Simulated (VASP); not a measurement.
Set up this calculation in VASP 6.6.1, as the native input.

```
Task                   : single point
Functional             : PBE
Potentials or basis    : VASP PAW PBE potentials, release 64 (Be, Si)
Cutoff                 : 520 eV
k mesh                 : 6 × 6 × 1
Occupations            : gaussian, width 0.15 eV
Spin                   : no spin polarisation
Dipole correction      : no
Further INCAR settings : ALGO = Normal; EDIFF = 1e-06; NBANDS = 26
```

The structure of Be12Si lies in POSCAR:

```
Be12Si
1.0
    4.5800000000      0.0000000000      0.0000000000
    2.2900000000      3.9663960000      0.0000000000
    0.0000000000      0.0000000000     16.5884300000
Be Si
12 1
Direct
    0.0000000000      0.0000000000      0.0602829804
    0.5000000000      0.0000000000      0.0602829804
    0.0000000000      0.5000000000      0.0602829804
    0.5000000000      0.5000000000      0.0602829804
   -0.1667870628      0.3286981431      0.1697489154
    0.3361336307      0.3367056643      0.1704585666
   -0.1660845313      0.8338852197      0.1664194864
    0.3287564102      0.8331518083      0.1695526943
   -0.0048133522     -0.0048348677      0.2891725136
    0.4966234065      0.0064627939      0.2730550149
    0.0058121939      0.4969350009      0.2734262977
    0.5058137063      0.5057389630      0.2825025635
    0.7216076758      0.7264859585      0.3881020084
```

The input as run:

INCAR

```
SYSTEM = Be12Si
PREC = Accurate
ENCUT = 520
EDIFF = 1E-6
ISMEAR = 0
SIGMA = 0.15
LREAL = .FALSE.
LASPH = .TRUE.
NELM = 100
ALGO = Normal
ISIF = 2
LWAVE = .FALSE.
LCHARG = .FALSE.
GGA = PE
NBANDS = 26
```

KPOINTS

```
Automatic mesh
0
G
  6 6 1
  0 0 0
```

Potentials or basis: VASP PAW PBE potentials, release 64 (Be, Si).

Command:

```bash
$ cat potpaw_PBE.64/Be/POTCAR potpaw_PBE.64/Si/POTCAR > POTCAR
$ mpirun -np 1 vasp_std > vasp.out
```

It gave:

| Quantity | Value |
| --- | --- |
| Largest force | 0.315 eV/Å |
| Band gap on the k mesh | zero (bands 14 and 15 overlap by 0.03 eV) |

Caveat: there is no dipole correction, which matters where the two faces differ.

Wall time 4.1 min on 1 thread of AMD EPYC 7R43 64-Core Processor (Zen 3), on a shared host, peak memory 0.41 GiB.
